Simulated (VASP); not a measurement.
Runs of VASP 6.6.1 on MgO. The structure is that of space group Fm-3m (No. 225), or close to it. The cells are those of the table. 

```csv
cell,k mesh,smearing,gap on the mesh (eV),pressure (GPa)
"a = 2.939 Å, angles 60.0°, 2 atoms",10 × 10 × 10,gaussian 0.01 eV,(c),12.2
"a = 2.932 Å, angles 60.0°, 2 atoms",10 × 10 × 10,gaussian 0.02 eV,5.21,13.5
"a = 2.981 Å, angles 60.0°, 2 atoms",10 × 10 × 10,gaussian 0.02 eV,4.72,4.4
"a = 3.002 Å, angles 60.0°, 2 atoms",8 × 8 × 8,gaussian 0.1 eV,(a),0.9
"a = 2.934 Å, angles 60.0°, 2 atoms",8 × 8 × 8,gaussian 0.1 eV,5.19,(b)
"a = 3.004 Å, angles 60.0°, 2 atoms",10 × 10 × 10,gaussian 0.01 eV,4.50,0.7
"a = 2.981 Å, angles 60.0°, 2 atoms",10 × 10 × 10,gaussian 0.01 eV,4.72,4.4
```

Alike in all rows: task single point; level PBE; potentials or basis VASP PAW PBE potentials, release 64 (Mg_sv, O); no spin polarisation; cutoff (eV) 840.

Q: Estimate the missing entries.

A: (a) 4.51; (b) 13.2; (c) 5.14.

Caveats: the cell stands under pressure (at least some runs).

